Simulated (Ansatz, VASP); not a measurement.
# CaO: VASP beside Ansatz

```
Ca O
1.0
     0.00000    2.38460    2.39755
     2.38460    0.00000    2.39755
     2.38460    2.38460    0.00000
Ca O
1 1
Cartesian
  0.0000 0.0000 0.0000
  2.3846 2.3846 2.3976
```

Change from the starting cell: biaxial_xy strain -0.5%.

Alike in both runs: task single point; functional PBE; k mesh 10 × 10 × 10; occupations fermi-dirac, width 0.02 eV; no spin polarisation.

```csv
,VASP,Ansatz
version,VASP 6.6.1,Ansatz 0.2.0
potentials or method,"VASP PAW PBE potentials, release 64 (Ca_sv, O)","plane waves, PAW"
plane-wave cutoff (eV),520,420
valence electrons in the cell,16,16
```

```csv
,VASP,Ansatz,Ansatz less VASP
gap on the k mesh at the Fermi level (eV),3.62,3.64,+0.020
pressure (GPa),4.4,3.8,-0.65
"traceless stress, the component that is largest in VASP (GPa)",-0.65,-0.62,+0.028
```

The functional is the same, so the differences come from potentials, cutoffs and numerics.
